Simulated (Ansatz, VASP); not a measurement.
**GaSb: VASP and Ansatz over several settings**

```
CELL_PARAMETERS angstrom
0.00000 3.07926 3.07926
3.07926 0.00000 3.07926
3.07926 3.07926 0.00000
ATOMIC_POSITIONS crystal
Sb 0.75000 0.75000 0.75000
Ga 0.00000 0.00000 0.00000
```

Single points on this cell with VASP 6.6.1 and Ansatz 0.2.0. Each row is one pair of runs. Alike in all rows: spin: off; smearing: fermi-dirac, width 0.05 eV.

```csv
level,k mesh,"VASP's potentials, cutoff","Ansatz's potentials, cutoff","gap on the k mesh at the Fermi level (eV), VASP","gap on the k mesh at the Fermi level (eV), Ansatz","pressure (GPa), VASP","pressure (GPa), Ansatz"
"b88 exchange, pbe correlation",8 × 8 × 8,"VASP PAW PBE potentials, release 64 (Sb, Ga_d), 500 eV","Ansatz PAW, 420 eV",none,none,1.2,1.2
r2SCAN+D4,8 × 8 × 8,"VASP PAW PBE potentials, release 64 (Sb, Ga_d), 520 eV","Ansatz PAW, 500 eV",0.30,0.32,-1.3,-1.4
B3LYP,4 × 4 × 4,"VASP PAW PBE potentials, release 64 (Sb, Ga_d), 520 eV","Ansatz PAW, 420 eV",0.93,0.83,1.9,2.1
```

Gap on the k mesh at the fermi level (eV): the two programs differ by at most 0.101; pressure (GPa): the two programs differ by at most 0.21.

VASP's potentials hold 18 valence electrons a cell and Ansatz's 28, so a difference there can come from the potentials and not from the codes.

A gap of «none» marks a metal or a gap that the smearing closes.

The k mesh is coarse in some rows, so the values compare programs but aren't converged. Neither program's run includes spin-orbit coupling.
